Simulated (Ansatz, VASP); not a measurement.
One calculation of As, two programs

POSCAR

```
As
1.0
    1.9170436867      1.1068056886      3.3457814768
   -1.9170436867      1.1068056886      3.3457814768
    0.0000000000     -2.2136113772      3.3457814768
As
2
Direct
    0.2514467217      0.2514467217      0.2514467217
    0.7485532783      0.7485532783      0.7485532783
```

INCAR.step1

```
SYSTEM = As
ALGO = Normal ; EDIFF = 1E-4
ENCUT = 520 ; GGA = PE
ISMEAR = 0 ; LASPH = .True.
LCHARG = .False. ; LREAL = .False.
LWAVE = .True. ; NBANDS = 12
NELM = 60 ; PREC = Accurate
SIGMA = 0.1
```

INCAR.step2

```
SYSTEM = As
ALGO = Normal ; EDIFF = 1E-7
ENCUT = 520 ; ISIF = 2
ISMEAR = 0 ; ISTART = 1
LASPH = .True. ; LCHARG = .False.
LMIXTAU = .True. ; LREAL = .False.
LWAVE = .False. ; METAGGA = R2SCAN
NBANDS = 12 ; NELM = 60
PREC = Accurate ; SIGMA = 0.1
```

KPOINTS

```
k-points
0
Gamma
  15 15 15
  0 0 0
```

Input for Ansatz:

```yaml
crystal:
  lattice:
    - [1.9170436867, 1.1068056886, 3.3457814768]
    - [-1.9170436867, 1.1068056886, 3.3457814768]
    - [0.0, -2.2136113772, 3.3457814768]
  atoms:
    - { symbol: As, position: [0.2514467217, 0.2514467217, 0.2514467217] }
    - { symbol: As, position: [0.7485532783, 0.7485532783, 0.7485532783] }
basis:
  ecutwfc: 500
kpoints:
  mp_grid: { grid: [15, 15, 15] }
hamiltonian:
  xc: r2scan
scf:
  occupations: { method: gaussian, width: 0.1 }
output:
  forces: true
  stress: true
  eigenvalues: true
  populations: true
```

Alike in both runs: task single point; functional r2SCAN; k mesh 15 × 15 × 15; occupations gaussian, width 0.1 eV; no spin polarisation.

|  | VASP | Ansatz |
| --- | --- | --- |
| version | VASP 6.6.1 | Ansatz 0.2.0 |
| potentials or method | VASP PAW PBE potentials, release 64 (As), cutoff 520 eV | scalar-relativistic, plane waves, PAW |
| valence electrons in the cell | 10 | 30 |

|  | VASP | Ansatz | Ansatz less VASP |
| --- | --- | --- | --- |
| gap on the k mesh at the Fermi level (eV) | none | none | - |
| pressure (GPa) | -5.2 | -5.2 | +0.07 |
| traceless stress, the component that is largest in VASP (GPa) | -3.21 | -3.22 | -0.008 |
| rms of the force components (eV/Å) | 0.172 | 0.172 | 0.0000 |

VASP's potentials were made for PBE, not for r2SCAN. Atom by atom the forces differ by 0.000 eV/Å (rms over components). A gap of «none» marks a metal or a gap that the smearing closes. VASP's potentials hold 10 valence electrons a cell and Ansatz's 30, so a difference there can come from the potentials and not from the codes.
